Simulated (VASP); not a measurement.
# Cd2SnS4 (C2/m) in VASP: single point with PBEsol

Aim: the single point of Cd2SnS4 with PBEsol.

Program: VASP 6.6.1. These are calculated values, not measurements. Logs are shortened: lines on timing, memory, paths and dates and some standing lists are left out, and cuts for length are marked.

## Step 1: The cell of the first run

It takes space group C2/m (No. 12, monoclinic). Conventional cell: a = 12.327 Å, b = 3.931 Å, c = 6.770 Å, α = 90.00°, β = 107.84°, γ = 90.00°. Within 3.2 Å of Cd (site symmetry m) lie 4 S at 2.45 to 2.62 Å. Within 3.4 Å of Sn (site symmetry 2/m) lie 6 S at 2.56 to 2.61 Å. Within 3.3 Å of S (site symmetry m) lie 3 Cd at 2.52 to 2.62 Å and 1 Sn at 2.56 Å. Within 3.2 Å of S (site symmetry m) lie 1 Cd at 2.45 Å and 2 Sn at 2.61 Å.

## Step 2: Single point, PBEsol

INCAR reads:

```
SYSTEM = Cd2SnS4
PREC = Accurate
ENCUT = 520
EDIFF = 1E-7
ISMEAR = -1
SIGMA = 0.03
LREAL = .False.
LASPH = .True.
NELM = 80
ALGO = Normal
ISIF = 2
LWAVE = .False.
LCHARG = .True.
GGA = PS
LELF = .True.
LVHAR = .True.
NBANDS = 40
```

KPOINTS reads:

```
Automatic mesh
0
Gamma
  6 6 4
  0 0 0
```

POSCAR reads:

```
Cd2SnS4
1.0
    6.1563668113     -1.9656794106      0.2957326406
    6.1563668113      1.9656794106      0.2957326406
   -2.3812495194      0.0000000000      6.3369973896
Cd Sn S
2 1 4
Direct
    0.3325088182      0.3325088182      0.3741860718
    0.6674911818      0.6674911818      0.6258139282
    0.0000000000      0.0000000000      0.0000000000
    0.1217136626      0.1217136626      0.3822181224
    0.8782863374      0.8782863374      0.6177818776
    0.3682835746      0.3682835746      0.0368892358
    0.6317164254      0.6317164254      0.9631107642
```

Potentials or basis: VASP PAW PBE potentials, release 64 (Cd, Sn_d, S).

On the command line:

```console
$ cat potpaw_PBE.64/Cd/POTCAR potpaw_PBE.64/Sn_d/POTCAR potpaw_PBE.64/S/POTCAR > POTCAR
$ mpirun -np 1 vasp_std > vasp.out
```

OUTCAR:

```text
SYSTEM = Cd2SnS4
   PREC = Accurate
   ENCUT = 520
   EDIFF = 1E-7
   ISMEAR = -1
   LREAL = .False.
   LASPH = .True.
   NELM = 80
   ISIF = 2
   GGA = PS

 ion  position               nearest neighbor table
   1  0.333  0.333  0.374-   6 2.45   5 2.52   5 2.52   4 2.62   2 3.61   2 3.61
   2  0.667  0.667  0.626-   7 2.45   4 2.52   4 2.52   5 2.62   1 3.61   1 3.61
   3  0.000  0.000  0.000-   4 2.56   5 2.56   7 2.61   7 2.61   6 2.61   6 2.61
   4  0.122  0.122  0.382-   2 2.52   2 2.52   3 2.56   1 2.62
   5  0.878  0.878  0.618-   1 2.52   1 2.52   3 2.56   2 2.62
   6  0.368  0.368  0.037-   1 2.45   3 2.61   3 2.61
   7  0.632  0.632  0.963-   2 2.45   3 2.61   3 2.61

  LATTYP: Found a base centered monoclinic cell.
 ALAT       =    12.3269315095
 B/A-ratio  =     0.3189243664
 C/A-ratio  =     0.5491739461
 COS(beta)  =    -0.3064344740

  Lattice vectors:

 A1 = (   6.1563668113,  -1.9656794106,   0.2957326406)
 A2 = (   6.1563668113,   1.9656794106,   0.2957326406)
 A3 = (  -2.3812495194,   0.0000000000,   6.3369973896)

Analysis of symmetry for initial positions (statically):
=====================================================================
 Subroutine PRICEL returns:
 Original cell was already a primitive cell.

 Routine SETGRP: Setting up the symmetry group for a
 base centered monoclinic supercell.

 Subroutine GETGRP returns: Found  4 space group operations
 (whereof  4 operations were pure point group operations)
 out of a pool of  4 trial point group operations.

The static configuration has the point symmetry C_2h.

Analysis of symmetry for dynamics (positions and initial velocities):
=====================================================================
 Subroutine PRICEL returns:
 Original cell was already a primitive cell.

 Routine SETGRP: Setting up the symmetry group for a
 base centered monoclinic supercell.

 Subroutine GETGRP returns: Found  4 space group operations
 (whereof  4 operations were pure point group operations)
 out of a pool of  4 trial point group operations.

The dynamic configuration has the point symmetry C_2h.

 Subroutine INISYM returns: Found  4 space group operations
 (whereof  4 operations are pure point group operations),
 and found     1 'primitive' translations

----------------------------------------------------------------------------------------

[... 104 lines left out ...]
   EDIFFG = 0.1E-05   stopping-criterion for IOM
   NSW    =      0    number of steps for IOM
   IBRION =     -1    ionic relax: 0-MD 1-quasi-New 2-CG
   NFREE  =      0    steps in history (QN), initial steepest desc. (CG)
   ISIF   =      2    stress and relaxation
   ISYM   =      2    0-nonsym 1-usesym 2-fastsym
   POTIM  = 0.5000    time-step for ionic-motion
   TEBEG  =    0.0;   TEEND  =   0.0 temperature during run
   PSTRESS=    0.0 pullay stress
   NELECT =      62.0000    total number of electrons
   NUPDOWN=      -1.0000    fix difference up-down
   EMIN   =  10.00;   EMAX   =-10.00  energy-range for DOS
   EFERMI =   0.00;   METHOD = LEGACY
   ISMEAR =    -1;   SIGMA  =   0.03  broadening in eV -4-tet -1-fermi 0-gaus
   EFERMI_NEDOS =   21; number of points for ismear=-14 and -15
   IALGO  =     38    algorithm
   IMIX   =      4    mixing-type and parameters
     AMIX     =   0.40;   BMIX     =  1.00
     AMIX_MAG =   1.60;   BMIX_MAG =  1.00
  volume/ion in A,a.u.               =      22.31       150.53
  Fermi-wavevector in a.u.,A,eV,Ry     =   1.203276  2.273862 19.699518  1.447874
  Thomas-Fermi vector in A             =   2.339034
   LORBIT       =      0    0 simple, 1 ext, 2 COOP (PROOUT), +10 PAW based schemes
   GGA     = PS    functional components
   LHFCALC =     F    Hartree Fock is set to
   AEXX    =    0.0000 exact exchange contribution
   IVDW    =     0    specifies the selected vdW correction
   LEPSILON=     F    determine dielectric tensor
   LRPA    =     F    only Hartree local field effects (RPA)
 non-spin polarized calculation
  energy-cutoff  :      520.00
  volume of cell :      156.14
 maximum number of plane-waves:      4232
   NGX = 25   NGY = 25   NGZ = 25

 number of electron      61.9999996 magnetization

 Free energy of the ion-electron system (eV)
  ---------------------------------------------------
  ext. energy  EPLUGINS =         0.00000000
  ---------------------------------------------------
  free energy    TOTEN  =       -27.30318122 eV

  energy without entropy =      -27.30317945  energy(sigma->0) =      -27.30318034

 E-fermi :   3.6061     XC(G=0): -10.0056

 val. band max:        3.2731148931   @ k =   0.1667  -0.0000   0.5000
 cond. band min:       3.8629007424   @ k =   0.0000   0.0000   0.0000
 fundamental gap:      0.5897858494
 Fermi energy:         3.6061172493

 k-point     1 :       0.0000    0.0000    0.0000
  band No.  band energies     occupation
      1     -17.8769      2.00000
      2     -17.8168      2.00000
      3     -17.7963      2.00000
      4     -17.7907      2.00000
      5     -17.7599      2.00000
      6     -10.0257      2.00000
[... 1021 lines left out ...]
     39       9.8202      0.00000
     40      10.3966      0.00000

 [... further k-points ...]

------------------------ aborting loop because EDIFF is reached ----------------------------------------

  FORCE on cell =-STRESS in cart. coord.  units (eV):
  Direction    XX          YY          ZZ          XY          YZ          ZX
  --------------------------------------------------------------------------------------
  -------------------------------------------------------------------------------------
  Total        0.2118512      0.2396516      0.3376645      0.0000000      0.0000000     -0.0691396
  in kB        2.1738085      2.4590691      3.4647811      0.0000000      0.0000000     -0.7094423
  external PRESSURE =       2.6992196 kB  Pullay stress =       0.0000000 kB

 VOLUME and BASIS-vectors are now :
 -----------------------------------------------------------------------------
  energy-cutoff  :      520.00
  volume of cell :      156.14
      direct lattice vectors                 reciprocal lattice vectors
     6.156366811 -1.965679411  0.295732641     0.079776701 -0.254364978  0.029977641
     6.156366811  1.965679411  0.295732641     0.079776701  0.254364978  0.029977641
    -2.381249519  0.000000000  6.336997390    -0.007445979  0.000000000  0.155005471

 POSITION                                       TOTAL-FORCE (eV/Angst)
 -----------------------------------------------------------------------------------
      3.20306      0.00000      2.56788         0.013480      0.000000     -0.003169
      6.72842      0.00000      4.36058        -0.013480      0.000000      0.003169
      0.00000      0.00000      0.00000        -0.000000      0.000000      0.000000
      0.58847      0.00000      2.49410        -0.034816      0.000000     -0.045361
      9.34301      0.00000      4.43436         0.034816      0.000000      0.045361
      4.44674      0.00000      0.45159         0.025093      0.000000     -0.038747
      5.48475      0.00000      6.47687        -0.025093      0.000000      0.038747
 -----------------------------------------------------------------------------------
    total drift:                                0.000000      0.000000     -0.000000

  FREE ENERGIE OF THE ION-ELECTRON SYSTEM (eV)
  ---------------------------------------------------
  free  energy   TOTEN  =       -27.3031812234 eV

  energy  without entropy=      -27.3031794522  energy(sigma->0) =      -27.30318034
```

OSZICAR:

```text
N       E                     dE             d eps       ncg     rms          rms(c)
DAV:   1     0.586454556439E+03    0.58645E+03   -0.28554E+04  3968   0.168E+03
DAV:   2     0.472047008340E+02   -0.53925E+03   -0.51305E+03  3808   0.488E+02
DAV:   3    -0.255654163632E+02   -0.72770E+02   -0.70725E+02  4576   0.147E+02
DAV:   4    -0.288456729936E+02   -0.32803E+01   -0.32660E+01  4472   0.326E+01
DAV:   5    -0.289448891935E+02   -0.99216E-01   -0.99192E-01  5016   0.600E+00    0.139E+01
DAV:   6    -0.273650481660E+02    0.15798E+01   -0.31128E+00  5400   0.178E+01    0.110E+01
DAV:   7    -0.273206310633E+02    0.44417E-01   -0.13312E+00  4488   0.543E+00    0.457E+00
DAV:   8    -0.273074840118E+02    0.13147E-01   -0.21928E-01  4400   0.407E+00    0.817E-01
DAV:   9    -0.273030292519E+02    0.44548E-02   -0.29095E-02  4624   0.195E+00    0.162E-01
DAV:  10    -0.273031898683E+02   -0.16062E-03   -0.22783E-03  4320   0.279E-01    0.121E-01
DAV:  11    -0.273031663517E+02    0.23517E-04   -0.49211E-04  4872   0.167E-01    0.363E-02
DAV:  12    -0.273031790336E+02   -0.12682E-04   -0.84831E-05  4352   0.542E-02    0.282E-02
DAV:  13    -0.273031823877E+02   -0.33541E-05   -0.56079E-06  4848   0.214E-02    0.152E-02
DAV:  14    -0.273031810275E+02    0.13602E-05   -0.76862E-06  4752   0.251E-02    0.668E-03
DAV:  15    -0.273031812572E+02   -0.22975E-06   -0.11039E-06  4464   0.593E-03    0.199E-03
DAV:  16    -0.273031812234E+02    0.33827E-07   -0.34196E-08  2800   0.122E-03
   1 F= -.27303181E+02 E0= -.27303180E+02  d E =-.177121E-05
```

stdout:

```text
POSCAR found type information on POSCAR CdSnS
 POSCAR found :  3 types and       7 ions
 scaLAPACK will be used
 -----------------------------------------------------------------------------
|                                                                             |
|                                                                             |
|     You enforced a specific xc type in the INCAR file but a different       |
|     I HOPE YOU KNOW WHAT YOU ARE DOING!                                     |
|                                                                             |
 -----------------------------------------------------------------------------

 LDA part: xc-table for (Slater+PW92), standard interpolation
 POSCAR, INCAR and KPOINTS ok, starting setup
 FFT: planning ... GRIDC
 FFT: planning ... GRID_SOFT
 FFT: planning ... GRID
 WAVECAR not read
 entering main loop
```

It took 11 min on 1 thread of AMD EPYC 7R13, shared host; peak memory 0.47 GiB.

What came out:

| Quantity | Value |
| --- | --- |
| Free energy | -27.3032 eV |
| Pressure | 0.3 GPa |
| Largest force | 0.057 eV/Å |
| Band gap on the k mesh | 0.59 eV (least direct gap 0.67 eV) |

Forces in eV/Å, atoms in the order of the input:
```
Cd   0.013  0.000 -0.003
Cd  -0.013  0.000  0.003
Sn   0.000  0.000  0.000
S   -0.035  0.000 -0.045
S    0.035  0.000  0.045
S    0.025  0.000 -0.039
S   -0.025  0.000  0.039
```

Caveat: semilocal functionals underestimate gaps, and a narrow one can read as zero; the PAW data sets were made with another functional, which shifts forces and pressure a little; spin-orbit coupling is left out, which moves the levels of the heavy elements.
